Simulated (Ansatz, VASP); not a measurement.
BP in VASP and in Ansatz

```xyz
2
Lattice="3.0295 0.0000 0.0000 -1.5148 2.6236 0.0000 0.0000 0.0000 2.6794" Properties=species:S:1:pos:R:3 pbc="T T T"
B     0.0000    0.0000    0.0000
P     0.0000    1.7491    1.3397
```

Change from the starting cell: volume scaled by 1.02, PAW files.

Alike in both runs: task electric field gradients; functional PBE; k mesh 13 × 13 × 11; occupations fermi-dirac, width 0.08 eV; no spin polarisation.

```csv
,VASP,Ansatz
version,VASP 6.6.1,Ansatz 0.2.0
potentials or method,"VASP PAW PBE potentials, release 64 (B, P)","PAW with Ansatz's default frozen-core files, scalar-relativistic"
plane-wave cutoff (eV),520,420
valence electrons in the cell,8,8
```

VASP gave:

| Property | Result |
| --- | --- |
| pressure (GPa) | -3.0 |
| traceless stress, the component that is largest in VASP (GPa) | -0.13 |
| size of Vzz on the site where it differs most (V/Å²) | 24.3 |

Task: What did Ansatz give for the same quantities?

Result: Pressure (GPa): -2.8; traceless stress, the component that is largest in VASP (GPa): -0.12; size of Vzz on the site where it differs most (V/Å²): 23.7.
